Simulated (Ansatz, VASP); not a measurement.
# One calculation of HfN, two programs

```
Hf N
1.0
     0.00000    2.27391    2.27391
     2.27391    0.00000    2.27391
     2.27391    2.27391    0.00000
Hf N
1 1
Direct
  0.00000 0.00000 0.00000
  0.50000 0.50000 0.50000
```

Alike in both runs: functional PBE; k mesh 16 × 16 × 16; occupations fermi-dirac, width 0.05 eV; no spin polarisation.

Ansatz relaxed the structure, and its values are those at the end. VASP's run is a single point on that final structure, the one shown.

```csv
,VASP,Ansatz
version,VASP 6.6.1,Ansatz 0.2.0
potentials or method,"VASP PAW PBE potentials, release 64 (Hf_pv, N)","PAW with Ansatz's default frozen-core files, scalar-relativistic"
plane-wave cutoff (eV),520,420
valence electrons in the cell,15,31
```

```csv
,VASP,Ansatz,Ansatz less VASP
pressure (GPa),-2.3,0.0,+2.35
```

The functional is the same, so the differences come from potentials, cutoffs and numerics. VASP's potentials hold 15 valence electrons a cell and Ansatz's 31, so a difference there can come from the potentials and not from the codes.

Spin-orbit coupling is off throughout.
